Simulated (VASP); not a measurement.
Write the native input for VASP 6.6.1 that does the following.

| Item | Value |
| --- | --- |
| Task | single point |
| Functional | LDA |
| Potentials or basis | VASP PAW LDA potentials, release 64 (Pb_d, S) |
| Cutoff | 500 eV |
| k mesh | 6 × 6 × 6 |
| Occupations | gaussian, width 0.01 eV |
| Spin | no spin polarisation |
| Dipole correction | no |
| Further INCAR settings | ALGO = Normal; EDIFF = 1e-06; NBANDS = 17 |

The structure of PbS (Galena) lies in POSCAR:

```
PbS
1.0
    0.0000000000      3.0047775019      3.0047775019
    3.0047775019      0.0000000000      3.0047775019
    3.0047775019      3.0047775019      0.0000000000
Pb S
1 1
Direct
    0.0000000000      0.0000000000      0.0000000000
    0.5000000000      0.5000000000      0.5000000000
```

One way to write it, as run:

INCAR

```
ALGO = Normal
EDIFF = 1E-6
ENCUT = 500
GGA_COMPAT = False
ISIF = 2
ISMEAR = 0
LASPH = True
LCHARG = False
LREAL = False
LWAVE = False
NBANDS = 17
NELM = 120
PREC = Accurate
SIGMA = 0.01
```

KPOINTS

```
k-points
0
Gamma
  6 6 6
```

Potentials or basis: VASP PAW LDA potentials, release 64 (Pb_d, S).

Command:

```console
$ cat potpaw_LDA.64/Pb_d/POTCAR potpaw_LDA.64/S/POTCAR > POTCAR
$ mpirun -np 1 vasp_std > vasp.out
```

Results of the run:

```json
{
 "Pressure": "-4.5 GPa",
 "Band gap on the k mesh": "0.34 eV, direct"
}
```

Caveat: spin-orbit coupling is left out, which moves the levels of the heavy elements.

Wall time 14 s on 1 thread of Intel Xeon 8259CL, with other jobs on the host, peak memory 0.16 GiB.
